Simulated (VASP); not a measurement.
# Os (P2_1/c) in VASP: further runs

The runs below take Os through single point, with PBE.

Program: VASP 6.6.1. These are calculated values, not measurements. Logs are shortened: lines on timing, memory, paths and dates and some standing lists are left out, and cuts for length are marked.

**1. The cell of the first run**

Symmetry: P2_1/c, No. 14, monoclinic system. Conventional cell: a = 5.002 Å, b = 4.550 Å, c = 5.030 Å, α = 90.00°, β = 105.63°, γ = 90.00°. Os (site symmetry 1) has 11 Os at 2.56 to 2.74 Å within 3.4 Å. Within 3.3 Å of Os (site symmetry 1) lie 11 Os at 2.52 to 2.69 Å.

**2. Single point, PBE**

INCAR

```
SYSTEM = Os
  PREC = Accurate
  ENCUT = 520
  EDIFF = 1E-7
  ISMEAR = -1
  SIGMA = 0.05
  LREAL = .FALSE.
  LASPH = .TRUE.
  NELM = 100
  ALGO = Fast
  ISIF = 2
  LWAVE = .FALSE.
  LCHARG = .FALSE.
  GGA = PE
  NBANDS = 42
```

KPOINTS

```
regular mesh
0
G
  6 6 6
  0 0 0
```

POSCAR

```
Os
1.0
    5.0015570292      0.0000000000      0.0000000000
    0.0000000000      4.5496834207      0.0000000000
   -1.3547641888      0.0000000000      4.8436808916
Os
8
Direct
    0.8620818000      0.1580433800      0.1386956200
    0.1379182000      0.6580433800      0.3613043800
    0.1379182000      0.8419566200      0.8613043800
    0.8620818000      0.3419566200      0.6386956200
    0.3933279900      0.1617895400      0.2959952400
    0.6066720100      0.6617895400      0.2040047600
    0.6066720100      0.8382104600      0.7040047600
    0.3933279900      0.3382104600      0.7959952400
```

Potentials or basis: VASP PAW PBE potentials, release 64 (Os).

Command:

```bash
$ cat potpaw_PBE.64/Os/POTCAR > POTCAR
$ mpirun -np 1 vasp_std > vasp.out
```

OUTCAR:

```text
SYSTEM = Os
   PREC = Accurate
   ENCUT = 520
   EDIFF = 1E-7
   ISMEAR = -1
   LREAL = .FALSE.
   LASPH = .TRUE.
   NELM = 100
   ISIF = 2
   GGA = PE

 ion  position               nearest neighbor table
   1  0.862  0.158  0.139-   5 2.56   3 2.64   8 2.64   4 2.65   4 2.65   7 2.65   6 2.66   5 2.67
                             6 2.69   2 2.74   2 2.74
   2  0.138  0.658  0.361-   6 2.56   4 2.64   7 2.64   3 2.65   3 2.65   8 2.65   5 2.66   6 2.67
                             5 2.69   1 2.74   1 2.74
   3  0.138  0.842  0.861-   7 2.56   1 2.64   6 2.64   2 2.65   2 2.65   5 2.65   8 2.66   7 2.67
                             8 2.69   4 2.74   4 2.74
   4  0.862  0.342  0.639-   8 2.56   2 2.64   5 2.64   1 2.65   1 2.65   6 2.65   7 2.66   8 2.67
                             7 2.69   3 2.74   3 2.74
   5  0.393  0.162  0.296-   7 2.52   1 2.56   6 2.61   6 2.61   4 2.64   8 2.64   8 2.64   3 2.65
                             2 2.66   1 2.67   2 2.69
   6  0.607  0.662  0.204-   8 2.52   2 2.56   5 2.61   5 2.61   3 2.64   7 2.64   7 2.64   4 2.65
                             1 2.66   2 2.67   1 2.69
   7  0.607  0.838  0.704-   5 2.52   3 2.56   8 2.61   8 2.61   2 2.64   6 2.64   6 2.64   1 2.65
                             4 2.66   3 2.67   4 2.69
   8  0.393  0.338  0.796-   6 2.52   4 2.56   7 2.61   7 2.61   1 2.64   5 2.64   5 2.64   2 2.65
                             3 2.66   4 2.67   3 2.69

  LATTYP: Found a simple monoclinic cell.
 ALAT       =     5.0015570292
 B/A-ratio  =     0.9096534128
 C/A-ratio  =     1.0056019671
 COS(beta)  =    -0.2693595444

  Lattice vectors:

 A1 = (   5.0015570292,   0.0000000000,   0.0000000000)
 A2 = (   0.0000000000,   4.5496834207,   0.0000000000)
 A3 = (  -1.3547641888,   0.0000000000,   4.8436808916)

Analysis of symmetry for initial positions (statically):
=====================================================================
 Subroutine PRICEL returns:
 Original cell was already a primitive cell.

 Routine SETGRP: Setting up the symmetry group for a
 simple monoclinic supercell.

 Subroutine GETGRP returns: Found  4 space group operations
 (whereof  2 operations were pure point group operations)
 out of a pool of  4 trial point group operations.

The static configuration has the point symmetry S_2 .
 The point group associated with its full space group is C_2h.

Analysis of symmetry for dynamics (positions and initial velocities):
=====================================================================
 Subroutine PRICEL returns:
 Original cell was already a primitive cell.

 Routine SETGRP: Setting up the symmetry group for a
 simple monoclinic supercell.

 Subroutine GETGRP returns: Found  4 space group operations
 (whereof  2 operations were pure point group operations)
 out of a pool of  4 trial point group operations.

The dynamic configuration has the point symmetry S_2 .
 The point group associated with its full space group is C_2h.

 Subroutine INISYM returns: Found  4 space group operations
 (whereof  2 operations are pure point group operations),
 and found     1 'primitive' translations

----------------------------------------------------------------------------------------

                                     Primitive cell

  volume of cell :     110.2204

  direct lattice vectors                    reciprocal lattice vectors
     5.001557029  0.000000000  0.000000000     0.199937738  0.000000000  0.055922034
     0.000000000  4.549683421  0.000000000     0.000000000  0.219795513  0.000000000
    -1.354764189  0.000000000  4.843680892     0.000000000  0.000000000  0.206454559

  length of vectors
     5.001557029  4.549683421  5.029575587     0.207611110  0.219795513  0.206454559

  position of ions in fractional coordinates (direct lattice)
     0.862081800  0.158043380  0.138695620
     0.137918200  0.658043380  0.361304380
     0.137918200  0.841956620  0.861304380
     0.862081800  0.341956620  0.638695620
     0.393327990  0.161789540  0.295995240
     0.606672010  0.661789540  0.204004760
     0.606672010  0.838210460  0.704004760
     0.393327990  0.338210460  0.795995240

  ion indices of the primitive-cell ions
   primitive index   ion index
                 1           1
                 2           2
                 3           3
                 4           4
                 5           5
                 6           6
                 7           7
                 8           8

----------------------------------------------------------------------------------------

 KPOINTS: regular mesh

Automatic generation of k-mesh.
 Grid dimensions read from file:
 generate k-points for:    6    6    6

 Generating k-lattice:

  Cartesian coordinates                     Fractional coordinates (reciprocal lattice)
     0.033322956  0.000000000  0.009320339     0.166666667  0.000000000  0.000000000
     0.000000000  0.036632585  0.000000000     0.000000000  0.166666667  0.000000000
[... 68 lines left out ...]
   GGA     = PE    functional components
   LHFCALC =     F    Hartree Fock is set to
   AEXX    =    0.0000 exact exchange contribution
   IVDW    =     0    specifies the selected vdW correction
   LEPSILON=     F    determine dielectric tensor
   LRPA    =     F    only Hartree local field effects (RPA)
 non-spin polarized calculation
 RMM-DIIS sequential band-by-band and
  energy-cutoff  :      520.00
  volume of cell :      110.22
 maximum number of plane-waves:      2990
 NGX is ok and might be reduce to    40
   NGX = 19   NGY = 17   NGZ = 19

 number of electron      64.0000001 magnetization

 Free energy of the ion-electron system (eV)
  ---------------------------------------------------
  ext. energy  EPLUGINS =         0.00000000
  ---------------------------------------------------
  free energy    TOTEN  =       -87.43568352 eV

  energy without entropy =      -87.38750838  energy(sigma->0) =      -87.41159595

 E-fermi :   9.6406     XC(G=0): -14.0945

 val. band max:        9.6351811506   @ k =   0.5000   0.3333   0.5000
 cond. band min:       9.6408295628   @ k =   0.3333   0.3333   0.0000
 fundamental gap:      0.0056484122
 Fermi energy:         9.6405832459

 k-point     1 :       0.0000    0.0000    0.0000
  band No.  band energies     occupation
      1      -1.4005      2.00000
      2       2.1571      2.00000
      3       2.2808      2.00000
      4       3.0191      2.00000
      5       3.0457      2.00000
      6       3.2309      2.00000
[... 34 lines left out ...]
     41      12.3489      0.00000
     42      14.7259      0.00000

 k-point     2 :       0.1667    0.0000   -0.0000
  band No.  band energies     occupation
      1      -1.1255      2.00000
      2       2.0201      2.00000
      3       2.4886      2.00000
      4       2.6061      2.00000
      5       2.8839      2.00000
      6       3.0083      2.00000
[... 34 lines left out ...]
     41      12.4348      0.00000
     42      13.1851      0.00000

 k-point     3 :       0.3333    0.0000    0.0000
  band No.  band energies     occupation
      1      -0.3624      2.00000
      2       1.9518      2.00000
      3       2.0012      2.00000
      4       2.4956      2.00000
      5       2.8017      2.00000
      6       3.0942      2.00000
[... 34 lines left out ...]
     41      12.2584      0.00000
     42      12.3503      0.00000

 k-point     4 :       0.5000    0.0000   -0.0000
  band No.  band energies     occupation
      1       0.4782      2.00000
      2       1.1164      2.00000
      3       2.0353      2.00000
      4       2.6299      2.00000
      5       2.7346      2.00000
      6       2.9769      2.00000
[... 844 lines left out ...]
     41      12.2779      0.00000
     42      12.4654      0.00000

 k-point    23 :       0.0000    0.1667    0.1667
  band No.  band energies     occupation
      1      -0.8363      2.00000
      2       2.0000      2.00000
      3       2.2521      2.00000
      4       2.7025      2.00000
      5       2.8001      2.00000
      6       3.0941      2.00000
[... 34 lines left out ...]
     41      12.0809      0.00000
     42      12.6200      0.00000

 k-point    24 :       0.1667    0.1667    0.1667
  band No.  band energies     occupation
      1      -0.4394      2.00000
      2       1.9074      2.00000
      3       2.2266      2.00000
      4       2.3777      2.00000
      5       2.7274      2.00000
      6       3.2454      2.00000
[... 34 lines left out ...]
     41      12.3021      0.00000
     42      12.4149      0.00000

 [... further k-points ...]

------------------------ aborting loop because EDIFF is reached ----------------------------------------

  FORCE on cell =-STRESS in cart. coord.  units (eV):
  Direction    XX          YY          ZZ          XY          YZ          ZX
  --------------------------------------------------------------------------------------
  -------------------------------------------------------------------------------------
  Total       22.9149235     21.8290714     21.7689353      0.0000000      0.0000000      0.8511446
  in kB      333.0941967    317.3101149    316.4359701      0.0000000      0.0000000     12.3723442
  external PRESSURE =     322.2800939 kB  Pullay stress =       0.0000000 kB

 VOLUME and BASIS-vectors are now :
 -----------------------------------------------------------------------------
  energy-cutoff  :      520.00
  volume of cell :      110.22
      direct lattice vectors                 reciprocal lattice vectors
     5.001557029  0.000000000  0.000000000     0.199937738  0.000000000  0.055922034
     0.000000000  4.549683421  0.000000000     0.000000000  0.219795513  0.000000000
    -1.354764189  0.000000000  4.843680892     0.000000000  0.000000000  0.206454559

 POSITION                                       TOTAL-FORCE (eV/Angst)
 -----------------------------------------------------------------------------------
      4.12385      0.71905      0.67180         0.083153      0.117946      0.180597
      0.20032      2.99389      1.75004        -0.083153      0.117946     -0.180597
     -0.47706      3.83064      4.17188        -0.083153     -0.117946     -0.180597
      3.44647      1.55579      3.09364         0.083153     -0.117946      0.180597
      1.56625      0.73609      1.43371        -0.198386      0.159124     -0.074661
      2.75793      3.01093      0.98813         0.198386      0.159124      0.074661
      2.08054      3.81359      3.40997         0.198386     -0.159124      0.074661
      0.88887      1.53875      3.85555        -0.198386     -0.159124     -0.074661
 -----------------------------------------------------------------------------------
    total drift:                               -0.000000      0.000000     -0.000000

  FREE ENERGIE OF THE ION-ELECTRON SYSTEM (eV)
  ---------------------------------------------------
  free  energy   TOTEN  =       -87.4356835191 eV

  energy  without entropy=      -87.3875083818  energy(sigma->0) =      -87.41159595
```

Wall time 4.3 min (1 thread of Intel Xeon 6975P-C (Granite Rapids), shared host); peak memory 0.4 GiB.

What came out:

```yaml
Free_energy: -87.4357 eV
Pressure: 32.2 GPa
Largest_force: 0.265 eV/Å
Band_gap_on_the_k_mesh: zero (bands 32 and 33 overlap by 0.69 eV)
```

Forces in eV/Å, atoms in the order of the input:
```
Os   0.083  0.118  0.181
Os  -0.083  0.118 -0.181
Os  -0.083 -0.118 -0.181
Os   0.083 -0.118  0.181
Os  -0.198  0.159 -0.075
Os   0.198  0.159  0.075
Os   0.198 -0.159  0.075
Os  -0.198 -0.159 -0.075
```

Stress tensor (GPa, compression positive):
```
33.31  0.00  1.24
 0.00 31.73  0.00
 1.24  0.00 31.64
```

Levels at points of the mesh, in eV from the Fermi level:
```
           k point  band 29  band 30  band 31  band 32  band 33  band 34  band 35  band 36
(0.00, 0.00, 0.00)    -1.46    -1.45    -1.14    -0.53    -0.21     0.55     0.98     1.13
(0.50, 0.00, 0.00)    -1.21    -0.76    -0.71     0.09     0.12     0.32     0.59     1.67
(0.00, 0.50, 0.00)    -0.65    -0.65    -0.27    -0.27    -0.16    -0.16     0.83     0.83
(0.50, 0.50, 0.00)    -1.20    -1.20    -0.21    -0.21     0.46     0.46     1.15     1.15
(0.00, 0.00, 0.50)    -0.55    -0.55    -0.24    -0.24     0.34     0.34     1.33     1.33
(0.50, 0.00, 0.50)    -1.28    -1.28    -0.41    -0.41     0.65     0.65     1.42     1.42
(0.00, 0.50, 0.50)    -1.17    -1.17    -1.00    -1.00     0.65     0.65     0.98     0.98
(0.50, 0.50, 0.50)    -1.23    -1.23     0.48     0.48     0.86     0.86     1.29     1.29
```

Caveat: the cell stands under pressure; spin-orbit coupling is left out, which moves the levels of the heavy elements.

**3. Single point, PBE**

This run uses another cell than the first one, of 14.07 Å³/atom.

INCAR

```
SYSTEM = Os
PREC     = Accurate       ! precision mode
ENCUT    = 520            ! plane-wave cutoff, eV
EDIFF    = 1E-6           ! SCF threshold, eV
ISMEAR   = -1             ! smearing method
SIGMA    = 0.05           ! smearing width, eV
LREAL    = .FALSE.        ! projectors in reciprocal space
LASPH    = .TRUE.         ! aspherical terms in the spheres
NELM     = 60             ! most SCF steps
ALGO     = Fast           ! electronic algorithm
ISIF     = 2              ! what is computed and relaxed
LWAVE    = .FALSE.        ! write WAVECAR
LCHARG   = .FALSE.        ! write CHGCAR
GGA      = PE             ! functional
NBANDS   = 42             ! bands
```

KPOINTS

```
Automatic mesh
0
G
  6 6 6
  0 0 0
```

POSCAR, as its differences from that of step 2:

```diff
@@ -2,5 +2,5 @@
 1.0
-    5.0015570292      0.0000000000      0.0000000000
-    0.0000000000      4.5496834207      0.0000000000
-   -1.3547641888      0.0000000000      4.8436808916
+    5.0367804223      0.0000000000      0.0000000000
+    0.0000000000      4.5817245005      0.0000000000
+   -1.3643050960      0.0000000000      4.8777924443
 Os
```

Potentials or basis: VASP PAW PBE potentials, release 64 (Os).

Command:

```bash
$ cat potpaw_PBE.64/Os/POTCAR > POTCAR
$ mpirun -np 1 vasp_std > vasp.out
```

Wall time 4 min (1 thread of Intel Xeon 6975P-C (Granite Rapids), shared host); peak memory 0.4 GiB.

It converged, with:

```
Free energy            : -87.8293 eV
Pressure               : 21.6 GPa
Largest force          : 0.183 eV/Å
Band gap on the k mesh : zero (bands 32 and 33 overlap by 0.67 eV)
```

Forces on the atoms (eV/Å):
```
Os   0.052  0.077  0.117
Os  -0.052  0.077 -0.117
Os  -0.052 -0.077 -0.117
Os   0.052 -0.077  0.117
Os  -0.141  0.105 -0.049
Os   0.141  0.105  0.049
Os   0.141 -0.105  0.049
Os  -0.141 -0.105 -0.049
```

Stress tensor (GPa, compression positive):
```
22.36  0.00  0.91
 0.00 21.15  0.00
 0.91  0.00 21.15
```

Levels at points of the mesh, in eV from the Fermi level:
```tsv
k point	band 29	band 30	band 31	band 32	band 33	band 34	band 35	band 36
(0.00, 0.00, 0.00)	-1.42	-1.40	-1.10	-0.51	-0.20	0.54	0.95	1.10
(0.50, 0.00, 0.00)	-1.17	-0.74	-0.69	0.08	0.12	0.31	0.56	1.62
(0.00, 0.50, 0.00)	-0.63	-0.63	-0.27	-0.27	-0.16	-0.16	0.80	0.80
(0.50, 0.50, 0.00)	-1.17	-1.17	-0.20	-0.20	0.45	0.45	1.12	1.12
(0.00, 0.00, 0.50)	-0.53	-0.53	-0.23	-0.23	0.33	0.33	1.29	1.29
(0.50, 0.00, 0.50)	-1.25	-1.25	-0.40	-0.40	0.63	0.63	1.38	1.38
(0.00, 0.50, 0.50)	-1.14	-1.14	-0.98	-0.98	0.63	0.63	0.95	0.95
(0.50, 0.50, 0.50)	-1.20	-1.20	0.47	0.47	0.83	0.83	1.24	1.24
```

Caveat: the cell stands under pressure; spin-orbit coupling is left out, which moves the levels of the heavy elements.

**4. Single point, PBE**

This run uses another cell than the first one, of 14.36 Å³/atom.

INCAR, as its differences from that of step 3:

```diff
@@ -8,3 +8,3 @@
 LASPH    = .TRUE.         ! aspherical terms in the spheres
-NELM     = 60             ! most SCF steps
+NELM     = 100            ! most SCF steps
 ALGO     = Fast           ! electronic algorithm
```

KPOINTS is that of step 3.

POSCAR, as its differences from that of step 3:

```diff
@@ -2,5 +2,5 @@
 1.0
-    5.0367804223      0.0000000000      0.0000000000
-    0.0000000000      4.5817245005      0.0000000000
-   -1.3643050960      0.0000000000      4.8777924443
+    5.0715179367      0.0000000000      0.0000000000
+    0.0000000000      4.6133235990      0.0000000000
+   -1.3737143940      0.0000000000      4.9114334552
 Os
```

Command:

```bash
$ cat potpaw_PBE.64/Os/POTCAR > POTCAR
$ mpirun -np 1 vasp_std > vasp.out
```

Wall time 3.9 min (1 thread of Intel Xeon 6975P-C (Granite Rapids), shared host); peak memory 0.41 GiB.

It converged, with:

```yaml
Free_energy: -88.0755 eV
Pressure: 12.0 GPa
Largest_force: 0.107 eV/Å
Band_gap_on_the_k_mesh: zero (bands 32 and 33 overlap by 0.65 eV)
```

Forces in eV/Å, atoms in the order of the input:
```
Os   0.024  0.040  0.059
Os  -0.024  0.040 -0.059
Os  -0.024 -0.040 -0.059
Os   0.024 -0.040  0.059
Os  -0.088  0.056 -0.025
Os   0.088  0.056  0.025
Os   0.088 -0.056  0.025
Os  -0.088 -0.056 -0.025
```

Stress tensor (GPa, compression positive):
```
12.58  0.00  0.62
 0.00 11.70  0.00
 0.62  0.00 11.80
```

Levels at points of the mesh, in eV from the Fermi level:
```tsv
k point	band 28	band 29	band 30	band 31	band 32	band 33	band 34	band 35	band 36	band 37
(0.00, 0.00, 0.00)	-1.62	-1.38	-1.35	-1.06	-0.50	-0.20	0.52	0.93	1.07	1.27
(0.50, 0.00, 0.00)	-1.77	-1.14	-0.71	-0.67	0.07	0.12	0.30	0.54	1.57	1.72
(0.00, 0.50, 0.00)	-1.05	-0.61	-0.61	-0.26	-0.26	-0.15	-0.15	0.78	0.78	1.06
(0.50, 0.50, 0.00)	-1.17	-1.14	-1.14	-0.20	-0.20	0.43	0.43	1.09	1.09	1.78
(0.00, 0.00, 0.50)	-1.61	-0.52	-0.52	-0.22	-0.22	0.32	0.32	1.25	1.25	1.79
(0.50, 0.00, 0.50)	-1.48	-1.22	-1.22	-0.39	-0.39	0.61	0.61	1.33	1.33	1.49
(0.00, 0.50, 0.50)	-1.53	-1.10	-1.10	-0.96	-0.96	0.61	0.61	0.92	0.92	1.69
(0.50, 0.50, 0.50)	-1.42	-1.17	-1.17	0.45	0.45	0.81	0.81	1.20	1.20	1.90
```

Caveat: the cell stands under pressure; spin-orbit coupling is left out, which moves the levels of the heavy elements.

**5. Overview**

```csv
cell,further INCAR settings,gap on the mesh (eV),pressure (GPa),largest force (eV/Å)
"a = 5.002, b = 4.550, c = 5.030 Å, angles 90.0, 105.6, 90.0°, 8 atoms",ALGO = Fast; EDIFF = 1e-07; NBANDS = 42,none,32.2,0.27
"a = 5.037, b = 4.582, c = 5.065 Å, angles 90.0, 105.6, 90.0°, 8 atoms",ALGO = Fast; EDIFF = 1e-06; NBANDS = 42,none,21.6,0.18
"a = 5.072, b = 4.613, c = 5.100 Å, angles 90.0, 105.6, 90.0°, 8 atoms",ALGO = Fast; EDIFF = 1e-06; NBANDS = 42,none,12.0,0.11
```

Alike in all rows: task single point; level PBE; potentials or basis VASP PAW PBE potentials, release 64 (Os); no spin polarisation; k mesh 6 × 6 × 6; cutoff (eV) 520; smearing fermi-dirac 0.05 eV.

Caveats: the cell stands under pressure; spin-orbit coupling is left out, which moves the levels of the heavy elements.

Absolute energies hang on the potentials; compare differences alone.
